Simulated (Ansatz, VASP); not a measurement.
One calculation of Mg3Be, two programs

INCAR

```
  PREC = Accurate
  ENCUT = 600
  EDIFF = 1E-6
  ISMEAR = 0
  SIGMA = 0.1
  LREAL = False
  LASPH = True
  NELM = 60
  ALGO = Fast
  ISIF = 3
  LWAVE = False
  LCHARG = False
  GGA = PE
  IBRION = 2
  NSW = 90
  EDIFFG = -0.04
```

KPOINTS

```
regular mesh
0
Gamma
  4 4 4
```

The input POSCAR:

```
Mg3Be
1.0
    3.9600514883      0.0000000000      0.0000000000
    0.0000000000      3.9600514883      0.0000000000
    0.0000000000      0.0000000000      3.9600514883
Mg Be
3 1
Direct
    0.0000000000      0.5000000000      0.5000000000
    0.5000000000      0.0000000000      0.5000000000
    0.5000000000      0.5000000000      0.0000000000
    0.0000000000      0.0000000000      0.0000000000
```

Input for Ansatz:

```yaml
crystal:
  lattice:
    - [3.9600514883, 0.0, 0.0]
    - [0.0, 3.9600514883, 0.0]
    - [0.0, 0.0, 3.9600514883]
  atoms:
    - { symbol: Mg, position: [0.0, 0.5, 0.5] }
    - { symbol: Mg, position: [0.5, 0.0, 0.5] }
    - { symbol: Mg, position: [0.5, 0.5, 0.0] }
    - { symbol: Be, position: [0.0, 0.0, 0.0] }
basis:
  ecutwfc: 420
kpoints:
  mp_grid: { grid: [4, 4, 4] }
hamiltonian:
  xc: pbe
scf:
  occupations: { method: gaussian, width: 0.1 }
  lower_state_search: "off"
output:
  forces: true
  stress: true
  eigenvalues: true
relax:
  adjacent_minimum: "off"
  f_tol: 0.04
  max_steps: 70
  cell: { stress_tol: 0.4 }
```

Alike in both runs: task relaxation of cell and atoms; functional PBE; k mesh 4 × 4 × 4; occupations gaussian, width 0.1 eV; no spin polarisation.

|  | VASP | Ansatz |
| --- | --- | --- |
| version | VASP 6.6.1 | Ansatz 0.2.0 |
| potentials or method | VASP PAW PBE potentials, release 64 (Mg, Be), cutoff 600 eV | scalar-relativistic, plane waves, PAW |
| valence electrons in the cell | 8 | 32 |

|  | VASP | Ansatz | Ansatz less VASP |
| --- | --- | --- | --- |
| gap on the k mesh at the Fermi level, each at its own relaxed structure (eV) | none | none | - |
| relaxed volume (Å³/atom) | 18.84 | 18.81 | -0.032 |
| relaxed cell length with the largest relative difference (Å) | 4.224 | 4.221 | -0.0024 |

A gap of «none» marks a metal or a gap that the smearing closes. VASP's potentials hold 8 valence electrons a cell and Ansatz's 32, so a difference there can come from the potentials and not from the codes.

The k mesh is coarse, so the values compare programs but aren't converged. Noted on VASP's run: the volume moved by over 15 % at a fixed basis, so the end points are rough; too few bands were computed for a metal, which touches its energy and stress.
